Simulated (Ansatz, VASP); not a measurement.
## Two plane-wave programs on CaO

File INCAR:

```
SYSTEM = CaO
  PREC = Accurate
  ENCUT = 600
  EDIFF = 1E-6
  ISMEAR = 0
  SIGMA = 0.1
  LREAL = .False.
  LASPH = .True.
  NELM = 80
  ALGO = Normal
  ISIF = 3
  LWAVE = .False.
  LCHARG = .False.
  GGA = PE
  IBRION = 2
  NSW = 90
  EDIFFG = -0.04
```

KPOINTS

```
Automatic mesh
0
Gamma
  6 6 4
  0 0 0
```

POSCAR

```
CaO
1.0
    3.9155843200      0.0000000000      0.0000000000
   -1.9577921600      3.3909954900      0.0000000000
    0.0000000000      0.0000000000      6.4006251800
Ca O
3 3
Direct
    0.1620798500      0.8379201500      0.6666666700
    0.1620798500      0.3241597000      0.3333333300
    0.6758403000      0.8379201500      0.0000000000
    0.8379201500      0.1620798500      0.6666666700
    0.8379201500      0.6758403000      0.3333333300
    0.3241597000      0.1620798500      0.0000000000
```

Input for Ansatz:

```yaml
crystal:
  lattice:
    - [3.91558432, 0.0, 0.0]
    - [-1.95779216, 3.39099549, 0.0]
    - [0.0, 0.0, 6.40062518]
  atoms:
    - { symbol: Ca, position: [0.16207985, 0.83792015, 0.66666667] }
    - { symbol: Ca, position: [0.16207985, 0.3241597, 0.33333333] }
    - { symbol: Ca, position: [0.6758403, 0.83792015, 0.0] }
    - { symbol: O, position: [0.83792015, 0.16207985, 0.66666667] }
    - { symbol: O, position: [0.83792015, 0.6758403, 0.33333333] }
    - { symbol: O, position: [0.3241597, 0.16207985, 0.0] }
basis:
  ecutwfc: 420
kpoints:
  mp_grid: { grid: [6, 6, 4] }
hamiltonian:
  xc: pbe
scf:
  occupations: { method: gaussian, width: 0.1 }
  lower_state_search: "off"
output:
  forces: true
  stress: true
  eigenvalues: true
relax:
  adjacent_minimum: "off"
  f_tol: 0.04
  max_steps: 70
  cell: { stress_tol: 0.4 }
```

Alike in both runs: task relaxation of cell and atoms; functional PBE; k mesh 6 × 6 × 4; occupations gaussian, width 0.1 eV; no spin polarisation.

```csv
,VASP,Ansatz
version,VASP 6.6.1,Ansatz 0.2.0
potentials or method,"VASP PAW PBE potentials, release 64 (Ca_sv, O), cutoff 600 eV","scalar-relativistic, plane waves, PAW"
valence electrons in the cell,48,48
```

VASP gave:

| Property | Result |
| --- | --- |
| gap on the k mesh at the Fermi level, each at its own relaxed structure (eV) | 2.21 |
| relaxed volume (Å³/atom) | 16.94 |
| relaxed cell length with the largest relative difference (Å) | 7.892 |

Task: Estimate Ansatz's values.

Result: gap on the k mesh at the Fermi level, each at its own relaxed structure (eV): 2.19; relaxed volume (Å³/atom): 17.21; relaxed cell length with the largest relative difference (Å): 8.105.

Noted on VASP's run: the volume moved by over 15 % at a fixed basis, so the end points are rough.
